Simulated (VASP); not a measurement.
Set up this calculation in VASP 6.6.1, as the native input.

```yaml
Task: single point
Functional: r2SCAN
Potentials_or_basis: VASP PAW PBE potentials, release 64 (Mg, O)
Cutoff: 520 eV
k_mesh: 8 × 8 × 6
Occupations: gaussian, width 0.02 eV
Spin: no spin polarisation
Dipole_correction: no
Further_INCAR_settings: ALGO = Normal; EDIFF = 1e-06; NBANDS = 16
```

The system is MgO.

```xyz
4
Lattice="2.1232 2.1232 0.0000 -2.1232 2.1232 0.0000 0.0000 0.0000 4.1795" Properties=species:S:1:pos:R:3 pbc="T T T"
Mg    0.0000    0.0000    0.0000
Mg    0.0000    2.1232    2.0898
O     0.0000    2.1232    0.0000
O     0.0000    0.0000    2.0898
```

This cell differs from its parent crystal: biaxial strain in the a-b plane: +1.0 %, then relaxed in part.

One way to write it, as run:

POSCAR

```
MgO
1.0
    2.1232229630      2.1232229630      0.0000000000
   -2.1232229630      2.1232229630      0.0000000000
    0.0000000000      0.0000000000      4.1795251444
Mg O
2 2
Direct
    0.0000000000      0.0000000000      0.0000000000
    0.5000000000      0.5000000000      0.5000000000
    0.5000000000      0.5000000000      0.0000000000
    0.0000000000      0.0000000000      0.5000000000
```

INCAR.step1

```
PREC = Accurate
ENCUT = 520
ISMEAR = 0
SIGMA = 0.02
LREAL = False
LASPH = True
NELM = 60
NBANDS = 16
GGA = PE
ALGO = Normal
EDIFF = 1E-4
LWAVE = True
LCHARG = False
```

INCAR.step2

```
PREC = Accurate
ENCUT = 520
EDIFF = 1E-6
ISMEAR = 0
SIGMA = 0.02
LREAL = False
LASPH = True
NELM = 60
ALGO = Normal
ISIF = 2
LWAVE = False
LCHARG = False
METAGGA = R2SCAN
LMIXTAU = True
NBANDS = 16
ISTART = 1
```

KPOINTS

```
Automatic mesh
0
Gamma
  8 8 6
```

Potentials or basis: VASP PAW PBE potentials, release 64 (Mg, O).

Launch:

```bash
$ cat potpaw_PBE.64/Mg/POTCAR potpaw_PBE.64/O/POTCAR > POTCAR
$ cp INCAR.step1 INCAR
$ mpirun -np 1 vasp_std > vasp.out
$ cp INCAR.step2 INCAR
$ mpirun -np 1 vasp_std > vasp.out
```

Results of the run:

| Quantity | Value |
| --- | --- |
| Pressure | -3.3 GPa |
| Band gap on the k mesh | 5.50 eV |

Caveat: the cell differs from its parent crystal (biaxial strain in the a-b plane: +1.0 %, then relaxed in part); the cell stands under tension; the PAW data sets were made with another functional, which shifts forces and pressure a little.

It took 2.9 min on 1 thread of AMD EPYC 7R13 (shared host), peak memory 0.14 GiB.
